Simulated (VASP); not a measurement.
Runs of VASP 6.6.1 on Cl. The structure is that of space group Cmce (No. 64), or close to it. The cells are those of the table. 

```tsv
cell	gap on the mesh (eV)	pressure (GPa)	largest force (eV/Å)
a = 3.705, b = 3.705, c = 7.921 Å, angles 90.0, 90.0, 64.8°, 4 atoms	3.21	(a)	1.47
a = 3.867, b = 3.867, c = 8.266 Å, angles 90.0, 90.0, 64.8°, 4 atoms	2.68	-0.5	0.19
a = 3.761, b = 3.761, c = 8.039 Å, angles 90.0, 90.0, 64.8°, 4 atoms	3.01	(b)	0.83
a = 3.918, b = 3.918, c = 8.374 Å, angles 90.0, 90.0, 64.8°, 4 atoms	2.54	-1.5	0.60
a = 3.814, b = 3.814, c = 8.154 Å, angles 90.0, 90.0, 64.8°, 4 atoms	2.84	(c)	0.28
```

Alike in all rows: task single point; level r2SCAN; potentials or basis VASP PAW PBE potentials, release 64 (Cl); no spin polarisation; k mesh 8 × 8 × 4; cutoff (eV) 520; smearing fermi-dirac 0.05 eV.

**Question.** Fill in the values left out.

**Answer.** (a) 4.8; (b) 2.6; (c) 0.9.

Caveats: the PAW data sets were made with another functional, which shifts forces and pressure a little; the stress differs along the axes, from 1 to 10 GPa (at least some runs).

A k mesh can miss the band edges.
